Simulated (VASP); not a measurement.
A run of VASP 6.6.1:

Contents of INCAR:

```
SYSTEM = SiNi
  PREC = Accurate
  ENCUT = 520
  EDIFF = 1E-6
  ISMEAR = 0
  SIGMA = 0.1
  LREAL = .False.
  LASPH = .True.
  NELM = 60
  ALGO = Fast
  ISIF = 2
  LWAVE = .False.
  LCHARG = .False.
  GGA = PE
  IBRION = 2
  NSW = 50
  EDIFFG = -0.01
```

The input KPOINTS:

```
Automatic mesh
0
Gamma
  8 8 8
  0 0 0
```

POSCAR

```
SiNi
1.0
    4.6644696605      0.0000000000      0.0000000000
    0.0000000000      4.6644696605      0.0000000000
    0.0000000000      0.0000000000      4.6644696605
Si Ni
4 4
Direct
    0.8456556585      0.8456556585      0.8456556585
    0.6543443415      0.1543443415      0.3456556585
    0.3456556585      0.6543443415      0.1543443415
    0.1543443415      0.3456556585      0.6543443415
    0.1468129508      0.1468129508      0.1468129508
    0.3531870492      0.8531870492      0.6468129508
    0.6468129508      0.3531870492      0.8531870492
    0.8531870492      0.6468129508      0.3531870492
```

Potentials or basis: VASP PAW PBE potentials, release 64 (Si, Ni).

Run with:

```sh
$ cat potpaw_PBE.64/Si/POTCAR potpaw_PBE.64/Ni/POTCAR > POTCAR
$ mpirun -np 1 vasp_std > vasp.out
```

Hardware: 1 thread of Oxide Virtual Turin-like Processor, with other jobs on the host.

**Question.** Estimate the wall time of this run.

**Answer.** It took 10 min on 1 thread of Oxide Virtual Turin-like Processor (shared host), peak memory 0.25 GiB. Counts: scf iterations 44, k points 45, ion steps 5.
